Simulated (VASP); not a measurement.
# Ga2O3 (R-3c) in VASP: single point with PBE

Aim: the single point of Ga2O3 with PBE.

Everything below comes from runs of VASP 6.6.1. Logs are shortened: lines on timing, memory, paths and dates and some standing lists are left out, and cuts for length are marked.

## Step 1: The cell of the first run

Symmetry: R-3c, No. 167, trigonal system. The conventional cell has a = 5.009 Å, b = 5.009 Å, c = 13.448 Å, α = 90.00°, β = 90.00°, γ = 120.00°. Ga (site symmetry 3) has 6 O at 1.93 to 2.08 Å within 2.6 Å. O (site symmetry 2) has 4 Ga at 1.93 to 2.08 Å within 2.6 Å.

## Step 2: Single point, PBE

INCAR

```
SYSTEM = Ga2O3
PREC = Accurate
ENCUT = 520
EDIFF = 1E-6
ISMEAR = 0
SIGMA = 0.05
LREAL = .False.
LASPH = .True.
NELM = 100
ALGO = Normal
ISIF = 2
LWAVE = .False.
LCHARG = .True.
GGA = PE
LELF = .True.
LVHAR = .True.
NBANDS = 55
```

KPOINTS

```
regular mesh
0
Gamma
  6 6 6
  0 0 0
```

POSCAR

```
Ga2O3
1.0
    2.5046856317      1.4460809237      4.4825081993
   -2.5046856317      1.4460809237      4.4825081993
    0.0000000000     -2.8921618474      4.4825081993
Ga O
4 6
Direct
    0.3559800685      0.3559800685      0.3559800685
    0.1440199315      0.1440199315      0.1440199315
    0.6440199315      0.6440199315      0.6440199315
    0.8559800685      0.8559800685      0.8559800685
    0.5531069418      0.9468930582      0.2500000000
    0.2500000000      0.5531069418      0.9468930582
    0.9468930582      0.2500000000      0.5531069418
    0.4468930582      0.0531069418      0.7500000000
    0.7500000000      0.4468930582      0.0531069418
    0.0531069418      0.7500000000      0.4468930582
```

Potentials or basis: VASP PAW PBE potentials, release 64 (Ga_d, O).

Launch:

```console
$ cat potpaw_PBE.64/Ga_d/POTCAR potpaw_PBE.64/O/POTCAR > POTCAR
$ mpirun -np 1 vasp_std > vasp.out
```

OUTCAR:

```text
SYSTEM = Ga2O3
   PREC = Accurate
   ENCUT = 520
   EDIFF = 1E-6
   ISMEAR = 0
   LREAL = .False.
   LASPH = .True.
   NELM = 100
   ISIF = 2
   GGA = PE

 ion  position               nearest neighbor table
   1  0.356  0.356  0.356-  10 1.93   8 1.93   9 1.93   5 2.08   7 2.08   6 2.08   2 2.85
   2  0.144  0.144  0.144-   9 1.93   8 1.93  10 1.93   5 2.08   7 2.08   6 2.08   1 2.85
   3  0.644  0.644  0.644-   7 1.93   5 1.93   6 1.93   8 2.08   9 2.08  10 2.08   4 2.85
   4  0.856  0.856  0.856-   6 1.93   5 1.93   7 1.93   8 2.08   9 2.08  10 2.08   3 2.85
   5  0.553  0.947  0.250-   3 1.93   4 1.93   1 2.08   2 2.08
   6  0.250  0.553  0.947-   4 1.93   3 1.93   1 2.08   2 2.08
   7  0.947  0.250  0.553-   3 1.93   4 1.93   1 2.08   2 2.08
   8  0.447  0.053  0.750-   1 1.93   2 1.93   3 2.08   4 2.08
   9  0.750  0.447  0.053-   2 1.93   1 1.93   3 2.08   4 2.08
  10  0.053  0.750  0.447-   1 1.93   2 1.93   3 2.08   4 2.08

  LATTYP: Found a trigonal (rhomboedric) cell.
 ALAT       =     5.3345552681
 COS(alpha) =     0.5591000936

  Lattice vectors:

 A1 = (   2.5046856317,   1.4460809237,   4.4825081993)
 A2 = (  -2.5046856317,   1.4460809237,   4.4825081993)
 A3 = (   0.0000000000,  -2.8921618474,   4.4825081993)

Analysis of symmetry for initial positions (statically):
=====================================================================
 Subroutine PRICEL returns:
 Original cell was already a primitive cell.

 Routine SETGRP: Setting up the symmetry group for a
 trigonal (rhombohedral) supercell.

 Subroutine GETGRP returns: Found 12 space group operations
 (whereof  6 operations were pure point group operations)
 out of a pool of 12 trial point group operations.

The static configuration has the point symmetry S_6 .
 The point group associated with its full space group is D_3d.

Analysis of symmetry for dynamics (positions and initial velocities):
=====================================================================
 Subroutine PRICEL returns:
 Original cell was already a primitive cell.

 Routine SETGRP: Setting up the symmetry group for a
 trigonal (rhombohedral) supercell.

 Subroutine GETGRP returns: Found 12 space group operations
 (whereof  6 operations were pure point group operations)
 out of a pool of 12 trial point group operations.

The dynamic configuration has the point symmetry S_6 .
 The point group associated with its full space group is D_3d.
[... 121 lines left out ...]
   ISIF   =      2    stress and relaxation
   ISYM   =      2    0-nonsym 1-usesym 2-fastsym
   POTIM  = 0.5000    time-step for ionic-motion
   TEBEG  =    0.0;   TEEND  =   0.0 temperature during run
   PSTRESS=    0.0 pullay stress
   NELECT =      88.0000    total number of electrons
   NUPDOWN=      -1.0000    fix difference up-down
   EMIN   =  10.00;   EMAX   =-10.00  energy-range for DOS
   EFERMI =   0.00;   METHOD = LEGACY
   ISMEAR =     0;   SIGMA  =   0.05  broadening in eV -4-tet -1-fermi 0-gaus
   EFERMI_NEDOS =   21; number of points for ismear=-14 and -15
   IALGO  =     38    algorithm
   IMIX   =      4    mixing-type and parameters
     AMIX     =   0.40;   BMIX     =  1.00
     AMIX_MAG =   1.60;   BMIX_MAG =  1.00
  volume/ion in A,a.u.               =       9.74        65.74
  Fermi-wavevector in a.u.,A,eV,Ry     =   1.582570  2.990624 34.076181  2.504529
  Thomas-Fermi vector in A             =   2.682473
   LORBIT       =      0    0 simple, 1 ext, 2 COOP (PROOUT), +10 PAW based schemes
   GGA     = PE    functional components
   LHFCALC =     F    Hartree Fock is set to
   AEXX    =    0.0000 exact exchange contribution
   IVDW    =     0    specifies the selected vdW correction
   LEPSILON=     F    determine dielectric tensor
   LRPA    =     F    only Hartree local field effects (RPA)
 non-spin polarized calculation
 Gauss-broadening in eV      SIGMA  =   0.05
  energy-cutoff  :      520.00
  volume of cell :       97.41
 maximum number of plane-waves:      2648
   NGX = 19   NGY = 19   NGZ = 19

 number of electron      87.9999978 magnetization

 Free energy of the ion-electron system (eV)
  ---------------------------------------------------
  ext. energy  EPLUGINS =         0.00000000
  ---------------------------------------------------
  free energy    TOTEN  =       -59.30377861 eV

  energy without entropy =      -59.30377861  energy(sigma->0) =      -59.30377861

 E-fermi :   4.7399     XC(G=0): -12.1441

 val. band max:        4.4472305013   @ k =  -0.1667   0.1667   0.0000
 cond. band min:       7.1714932765   @ k =   0.0000   0.0000   0.0000
 fundamental gap:      2.7242627753
 Fermi energy:         4.7398856047

 k-point     1 :       0.0000    0.0000    0.0000
  band No.  band energies     occupation
      1     -14.4864      2.00000
      2     -12.5083      2.00000
      3     -12.5083      2.00000
      4     -12.4762      2.00000
      5     -12.4653      2.00000
      6     -12.4653      2.00000
[... 1381 lines left out ...]
     54      16.4366      0.00000
     55      16.7449      0.00000

 [... further k-points ...]

------------------------ aborting loop because EDIFF is reached ----------------------------------------

  FORCE on cell =-STRESS in cart. coord.  units (eV):
  Direction    XX          YY          ZZ          XY          YZ          ZX
  --------------------------------------------------------------------------------------
  -------------------------------------------------------------------------------------
  Total        4.8571792      4.8571792      4.7338850     -0.0000000     -0.0000000      0.0000000
  in kB       79.8870790     79.8870790     77.8592336     -0.0000000     -0.0000000      0.0000000
  external PRESSURE =      79.2111305 kB  Pullay stress =       0.0000000 kB

 VOLUME and BASIS-vectors are now :
 -----------------------------------------------------------------------------
  energy-cutoff  :      520.00
  volume of cell :       97.41
      direct lattice vectors                 reciprocal lattice vectors
     2.504685632  1.446080924  4.482508199     0.199625851  0.115254039  0.074363129
    -2.504685632  1.446080924  4.482508199    -0.199625851  0.115254039  0.074363129
     0.000000000 -2.892161847  4.482508199     0.000000000 -0.230508077  0.074363129

 POSITION                                       TOTAL-FORCE (eV/Angst)
 -----------------------------------------------------------------------------------
      0.00000      0.00000      4.78705        -0.000000     -0.000000      0.016297
      0.00000      0.00000      1.93671        -0.000000     -0.000000     -0.016297
      0.00000      0.00000      8.66047        -0.000000      0.000000     -0.016297
      0.00000      0.00000     11.51081        -0.000000     -0.000000      0.016297
     -0.98631      1.44608      7.84439         0.000851     -0.000000     -0.000000
     -0.75919     -1.57721      7.84439        -0.000425      0.000737     -0.000000
      1.74550      0.13113      7.84439        -0.000425     -0.000737     -0.000000
      0.98631     -1.44608      5.60314        -0.000851     -0.000000      0.000000
      0.75919      1.57721      5.60314         0.000425     -0.000737     -0.000000
     -1.74550     -0.13113      5.60314         0.000425      0.000737     -0.000000
 -----------------------------------------------------------------------------------
    total drift:                                0.000000     -0.000000      0.000000

  FREE ENERGIE OF THE ION-ELECTRON SYSTEM (eV)
  ---------------------------------------------------
  free  energy   TOTEN  =       -59.3037786054 eV

  energy  without entropy=      -59.3037786054  energy(sigma->0) =      -59.30377861
```

It took 6.3 min on 1 thread of AMD EPYC 7R13, shared host; peak memory 0.28 GiB.

What came out:

- Free energy: -59.3038 eV
- Pressure: 7.9 GPa
- Largest force: 0.016 eV/Å
- Band gap on the k mesh: 2.72 eV, indirect (least direct gap 2.98 eV)

Forces in eV/Å, atoms in the order of the input:
```
Ga   0.000  0.000  0.016
Ga   0.000  0.000 -0.016
Ga   0.000  0.000 -0.016
Ga   0.000  0.000  0.016
O    0.001  0.000  0.000
O    0.000  0.001  0.000
O    0.000 -0.001  0.000
O   -0.001  0.000  0.000
O    0.000 -0.001  0.000
O    0.000  0.001  0.000
```

Levels at points of the mesh, in eV from the valence-band top:
| k point | band 42 | band 43 | band 44 | band 45 | band 46 | band 47 |
| --- | --- | --- | --- | --- | --- | --- |
| (0.00, 0.00, 0.00) | -0.31 | -0.25 | -0.25 | 2.72 | 6.61 | 6.76 |
| (0.50, 0.00, 0.00) | -0.97 | -0.15 | -0.15 | 6.33 | 6.33 | 6.66 |
| (0.50, 0.50, 0.00) | -0.69 | -0.25 | -0.15 | 6.47 | 6.67 | 7.51 |
| (0.50, 0.50, 0.50) | -0.31 | -0.31 | -0.31 | 5.78 | 5.78 | 7.79 |
